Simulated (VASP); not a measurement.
# La (Im-3m) in VASP: a series of runs

The runs below take La through relaxation of cell and atoms, with LDA.

Everything below comes from runs of VASP 6.6.1. Logs are shortened: lines on timing, memory, paths and dates and some standing lists are left out, and cuts for length are marked.

**1. The cell of the first run**

It takes space group Im-3m (No. 229, cubic). Conventional cell: a = 4.210 Å, b = 4.210 Å, c = 4.210 Å, α = 90.00°, β = 90.00°, γ = 90.00°. La (site symmetry m-3m) has 14 La at 3.65 to 4.21 Å within 4.8 Å.

**2. Relaxation of cell and atoms, LDA, target pressure 15 GPa, at which the enthalpy is minimised**

INCAR

```
SYSTEM = La
ALGO = Normal
EDIFF = 1E-6
EDIFFG = -0.01
ENCUT = 600
GGA = CA
IBRION = 2
ISIF = 3
ISMEAR = 1
LASPH = .TRUE.
LCHARG = .FALSE.
LREAL = .FALSE.
LWAVE = .FALSE.
NELM = 60
NSW = 80
PREC = Accurate
PSTRESS = 150.0
SIGMA = 0.05
```

KPOINTS

```
k-points
0
G
  8 8 8
  0 0 0
```

POSCAR

```
La
1.0
    2.1050000000      2.1050000000      2.1050000000
   -2.1050000000      2.1050000000      2.1050000000
   -2.1050000000     -2.1050000000      2.1050000000
La
1
Direct
    0.0000000000      0.0000000000      0.0000000000
```

Potentials or basis: VASP PAW LDA potentials, release 64 (La).

On the command line:

```sh
> cat potpaw_LDA.64/La/POTCAR > POTCAR
> mpirun -np 1 vasp_std > vasp.out
```

OUTCAR:

```text
SYSTEM = La
   EDIFF = 1E-6
   EDIFFG = -0.01
   ENCUT = 600
   GGA = CA
   IBRION = 2
   ISIF = 3
   ISMEAR = 1
   LASPH = .TRUE.
   LREAL = .FALSE.
   NELM = 60
   NSW = 80
   PREC = Accurate
   PSTRESS = 150.0

 ion  position               nearest neighbor table
   1  0.000  0.000  0.000-

  LATTYP: Found a body centered cubic cell.
 ALAT       =     4.2100000000

  Lattice vectors:

 A1 = (   2.1050000000,  -2.1050000000,  -2.1050000000)
 A2 = (   2.1050000000,   2.1050000000,   2.1050000000)
 A3 = (  -2.1050000000,  -2.1050000000,   2.1050000000)

Analysis of symmetry for initial positions (statically):
=====================================================================
 Subroutine PRICEL returns:
 Original cell was already a primitive cell.

 Routine SETGRP: Setting up the symmetry group for a
 body centered cubic supercell.

 Subroutine GETGRP returns: Found 48 space group operations
 (whereof 48 operations were pure point group operations)
 out of a pool of 48 trial point group operations.

The static configuration has the point symmetry O_h .

Analysis of symmetry for dynamics (positions and initial velocities):
=====================================================================
 Subroutine PRICEL returns:
 Original cell was already a primitive cell.

 Routine SETGRP: Setting up the symmetry group for a
 body centered cubic supercell.

 Subroutine GETGRP returns: Found 48 space group operations
 (whereof 48 operations were pure point group operations)
 out of a pool of 48 trial point group operations.

The dynamic configuration has the point symmetry O_h .

 Subroutine INISYM returns: Found 48 space group operations
 (whereof 48 operations are pure point group operations),
 and found     1 'primitive' translations

----------------------------------------------------------------------------------------

                                     Primitive cell

  volume of cell :      37.3092

  direct lattice vectors                    reciprocal lattice vectors
     2.105000000  2.105000000  2.105000000     0.237529691  0.000000000  0.237529691
    -2.105000000  2.105000000  2.105000000    -0.237529691  0.237529691  0.000000000
    -2.105000000 -2.105000000  2.105000000     0.000000000 -0.237529691  0.237529691

  length of vectors
     3.645966950  3.645966950  3.645966950     0.335917711  0.335917711  0.335917711

  position of ions in fractional coordinates (direct lattice)
     0.000000000  0.000000000  0.000000000

  ion indices of the primitive-cell ions
   primitive index   ion index
                 1           1

[... 60 lines left out ...]
   NGXF,Y,Z  is equivalent  to a cutoff of  27.36, 27.36, 27.36 a.u.
 SYSTEM =  La
   PREC   = accura    normal or accurate (medium, high low for compatibility)
   ISTART =      0    job   : 0-new  1-cont  2-samecut
   ICHARG =      2    charge: 1-file 2-atom 10-const
   ISPIN  =      1    spin polarized calculation?
   LNONCOLLINEAR =      F non collinear calculations
   LSORBIT =      F    spin-orbit coupling
   LASPH  =      T    aspherical Exc in radial PAW
   ENCUT  =  600.0 eV  44.10 Ry    6.64 a.u.   7.28  7.28  7.28*2*pi/ulx,y,z
   NELM   =     60;   NELMIN=  2; NELMDL= -5     # of ELM steps
   EDIFF  = 0.1E-05   stopping-criterion for ELM
   LREAL  =      F    real-space projection
   EDIFFG = -.1E-01   stopping-criterion for IOM
   NSW    =     80    number of steps for IOM
   IBRION =      2    ionic relax: 0-MD 1-quasi-New 2-CG
   NFREE  =      1    steps in history (QN), initial steepest desc. (CG)
   ISIF   =      3    stress and relaxation
   ISYM   =      2    0-nonsym 1-usesym 2-fastsym
   POTIM  = 0.5000    time-step for ionic-motion
   TEBEG  =    0.0;   TEEND  =   0.0 temperature during run
   PSTRESS=  150.0 pullay stress
   NELECT =      11.0000    total number of electrons
   NUPDOWN=      -1.0000    fix difference up-down
   EMIN   =  10.00;   EMAX   =-10.00  energy-range for DOS
   EFERMI =   0.00;   METHOD = LEGACY
   ISMEAR =     1;   SIGMA  =   0.05  broadening in eV -4-tet -1-fermi 0-gaus
   EFERMI_NEDOS =   21; number of points for ismear=-14 and -15
   IALGO  =     38    algorithm
   IMIX   =      4    mixing-type and parameters
     AMIX     =   0.40;   BMIX     =  1.00
     AMIX_MAG =   1.60;   BMIX_MAG =  1.00
  volume/ion in A,a.u.               =      37.31       251.78
  Fermi-wavevector in a.u.,A,eV,Ry     =   1.089600  2.059045 16.153210  1.187227
  Thomas-Fermi vector in A             =   2.225806
   LORBIT       =      0    0 simple, 1 ext, 2 COOP (PROOUT), +10 PAW based schemes
   GGA     = CA    functional components
   LHFCALC =     F    Hartree Fock is set to
   AEXX    =    0.0000 exact exchange contribution
   IVDW    =     0    specifies the selected vdW correction
   LEPSILON=     F    determine dielectric tensor
   LRPA    =     F    only Hartree local field effects (RPA)
 conjugate gradient relaxation of ions
 non-spin polarized calculation
 Methfessel and Paxton  Order N= 1 SIGMA  =   0.05
  energy-cutoff  :      600.00
  volume of cell :       37.31
 maximum number of plane-waves:      1264
 NGX is ok and might be reduce to    30
   NGX = 15   NGY = 15   NGZ = 15

--------------------------------------- Ionic step        1  -------------------------------------------

 number of electron      10.9999999 magnetization

 Free energy of the ion-electron system (eV)
  ---------------------------------------------------
  ext. energy  EPLUGINS =         0.00000000
  ---------------------------------------------------
  free energy    TOTEN  =        -5.39562430 eV

  energy without entropy =       -5.39468833  energy(sigma->0) =       -5.39531231

 E-fermi :   7.5822     XC(G=0):  -9.7463

 val. band max:        7.5736736137   @ k =   0.5000   0.2500   0.0000
 cond. band min:       7.5935641987   @ k =   0.5000   0.2500   0.1250
 fundamental gap:      0.0198905849
 Fermi energy:         7.5821928305

 k-point     1 :       0.0000    0.0000    0.0000
  band No.  band energies     occupation
      1     -25.1765      2.00000
      2      -8.1557      2.00000
      3      -8.1557      2.00000
      4      -8.1557      2.00000
      5       4.4068      2.00000
      6       8.9225      0.00000
      7       8.9225      0.00000
      8       8.9227      0.00000
      9       9.0623      0.00000
[... 571 lines left out ...]
--------------------------------------- Ionic step        9  -------------------------------------------

 number of electron      11.0000001 magnetization

 Free energy of the ion-electron system (eV)
  ---------------------------------------------------
  ext. energy  EPLUGINS =         0.00000000
  ---------------------------------------------------
  free energy    TOTEN  =        -5.09002530 eV

  energy without entropy =       -5.08959589  energy(sigma->0) =       -5.08988216

 E-fermi :  12.5289     XC(G=0): -11.6652

 val. band max:       12.5236848586   @ k =   0.5000   0.1250   0.1250
 cond. band min:      12.5337112726   @ k =   0.1250  -0.3750   0.1250
 fundamental gap:      0.0100264140
 Fermi energy:        12.5289416823

 k-point     1 :       0.0000    0.0000    0.0000
  band No.  band energies     occupation
      1     -20.1102      2.00000
      2      -1.3325      2.00000
      3      -1.3325      2.00000
      4      -1.3325      2.00000
      5      10.7048      2.00000
      6      14.3284      0.00000
      7      14.3284      0.00000
      8      14.3284      0.00000
      9      14.5492      0.00000
[... 308 lines left out ...]
  energy  without entropy=       -5.0895958872  energy(sigma->0) =       -5.08988216

  enthalpy is  TOTEN    =        -2.8390441059 eV   P V=        2.2509811925

 reached required accuracy - stopping structural energy minimisation
```

Wall time 46 s (1 thread of Intel Xeon 6975P-C (Granite Rapids), shared host); peak memory 0.2 GiB.

What came out:

```
Free energy                                            : -5.0900 eV
Relaxed volume                                         : 24.04 Å³/atom
Relaxed cell                                           : a = 3.149 Å, b = 3.149 Å, c = 3.149 Å, α = 70.53°, β = 109.47°, γ = 70.53°
Space group after relaxing (to 0.05 Å)                 : Im-3m (No. 229)
Energy change on relaxing (the enthalpy is what falls) : +305.6 meV/atom
Ionic steps                                            : 9
Pressure after relaxing                                : 15.0 GPa
```

The path:
```
step  energy change (eV)  largest force (eV/Å)  pressure (GPa)  volume (Å³)
   1              0.0000                0.0000           -3.41        37.31
   2              1.2615                0.0000           48.77        18.62
   3              0.2554                0.0000           13.17        24.62
   4              0.2931                0.0000           14.55        24.18
   5              0.3141                0.0000           13.91        23.95
   6              0.6700                0.0000           27.93        21.17
   7              0.3387                0.0000           16.20        23.70
   8              0.2843                0.0000           14.21        24.28
   9              0.3056                0.0000           15.02        24.04
```

Final structure:
```
La
1.0
     1.81821    1.81821    1.81821
    -1.81821    1.81821    1.81821
    -1.81821   -1.81821    1.81821
La
1
Direct
  0.00000 0.00000 0.00000
```

Caveat: the cell is relaxed towards a set pressure, so the enthalpy falls and the energy may rise; the volume moved by over 15 % at a fixed basis, so the end points are rough; spin-orbit coupling is left out, which moves the levels of the heavy elements.

**3. Relaxation of cell and atoms, LDA, target pressure 30 GPa, at which the enthalpy is minimised**

INCAR

```
PREC = Accurate
ENCUT = 600
EDIFF = 1E-6
ISMEAR = 1
SIGMA = 0.05
LREAL = False
LASPH = True
NELM = 60
ALGO = Normal
ISIF = 3
LWAVE = False
LCHARG = False
GGA = CA
IBRION = 2
NSW = 80
EDIFFG = -0.01
PSTRESS = 300.0
```

KPOINTS

```
Automatic mesh
0
Gamma
  8 8 8
```

POSCAR is that of step 2.

Potentials or basis: VASP PAW LDA potentials, release 64 (La).

On the command line:

```sh
> cat potpaw_LDA.64/La/POTCAR > POTCAR
> mpirun -np 1 vasp_std > vasp.out
```

OUTCAR:

```text
PREC = Accurate
   ENCUT = 600
   EDIFF = 1E-6
   ISMEAR = 1
   LREAL = False
   LASPH = True
   NELM = 60
   ISIF = 3
   GGA = CA
   IBRION = 2
   NSW = 80
   EDIFFG = -0.01
   PSTRESS = 300.0

 ion  position               nearest neighbor table
   1  0.000  0.000  0.000-

  LATTYP: Found a body centered cubic cell.
 ALAT       =     4.2100000000

  Lattice vectors:

 A1 = (   2.1050000000,  -2.1050000000,  -2.1050000000)
 A2 = (   2.1050000000,   2.1050000000,   2.1050000000)
 A3 = (  -2.1050000000,  -2.1050000000,   2.1050000000)

Analysis of symmetry for initial positions (statically):
=====================================================================
 Subroutine PRICEL returns:
 Original cell was already a primitive cell.

 Routine SETGRP: Setting up the symmetry group for a
[... 166 lines left out ...]
  free energy    TOTEN  =        -5.39562430 eV

  energy without entropy =       -5.39468833  energy(sigma->0) =       -5.39531231

 E-fermi :   7.5822     XC(G=0):  -9.7463

 val. band max:        7.5736736137   @ k =   0.5000   0.2500   0.0000
 cond. band min:       7.5935641987   @ k =   0.5000   0.2500   0.1250
 fundamental gap:      0.0198905849
 Fermi energy:         7.5821928305
[... 691 lines left out ...]
  energy  without entropy=       -5.4236645623  energy(sigma->0) =       -5.42456870

  enthalpy is  TOTEN    =         0.3542994292 eV   P V=        5.7793201995

[... ionic steps 4 to 7 ...]

--------------------------------------- Ionic step        8  -------------------------------------------

 number of electron      11.0000000 magnetization

------------------------ aborting loop because EDIFF is reached ----------------------------------------
[... 69 lines left out ...]
--------------------------------------- Ionic step       10  -------------------------------------------

 number of electron      11.0000000 magnetization

 Free energy of the ion-electron system (eV)
  ---------------------------------------------------
  ext. energy  EPLUGINS =         0.00000000
  ---------------------------------------------------
  free energy    TOTEN  =        -4.67729017 eV

  energy without entropy =       -4.67699885  energy(sigma->0) =       -4.67719306

 E-fermi :  14.5808     XC(G=0): -12.3377

 val. band max:       14.5632536447   @ k =   0.1250   0.3750   0.1250
 cond. band min:      14.6067041890   @ k =   0.3750   0.1250   0.1250
 fundamental gap:      0.0434505443
 Fermi energy:        14.5807659449
[... 320 lines left out ...]
  energy  without entropy=       -4.6769988522  energy(sigma->0) =       -4.67719306

  enthalpy is  TOTEN    =        -0.7628968645 eV   P V=        3.9143933007

 reached required accuracy - stopping structural energy minimisation
```

It took 59 s on 1 thread of Intel Xeon 6975P-C (Granite Rapids), shared host; peak memory 0.21 GiB.

What came out:

```
Free energy                                            : -4.6773 eV
Relaxed volume                                         : 20.91 Å³/atom
Relaxed cell                                           : a = 3.006 Å, b = 3.006 Å, c = 3.006 Å, α = 70.53°, β = 109.47°, γ = 70.53°
Space group after relaxing (to 0.05 Å)                 : Im-3m (No. 229)
Energy change on relaxing (the enthalpy is what falls) : +718.3 meV/atom
Ionic steps                                            : 10
Pressure after relaxing                                : 29.9 GPa
```

The path:
```csv
step,energy change (eV),largest force (eV/Å),pressure (GPa),volume (Å³)
1,0.0000,0.0000,-3.41,37.31
2,16.2198,0.0000,733.05,9.09
3,-0.0294,0.0000,2.51,30.86
4,0.0808,0.0000,7.51,27.37
5,0.8886,0.0000,35.85,20.06
6,0.6774,0.0000,28.24,21.13
7,0.7254,0.0000,30.26,20.87
8,0.7087,0.0000,29.54,20.96
9,0.7200,0.0000,30.08,20.90
10,0.7183,0.0000,29.95,20.91
```

Final structure:
```
La
1.0
     1.73539    1.73539    1.73539
    -1.73539    1.73539    1.73539
    -1.73539   -1.73539    1.73539
La
1
Direct
  0.00000 0.00000 0.00000
```

Caveat: the cell is relaxed towards a set pressure, so the enthalpy falls and the energy may rise; the volume moved by over 15 % at a fixed basis, so the end points are rough; spin-orbit coupling is left out, which moves the levels of the heavy elements.

[end of part 1 of 2]
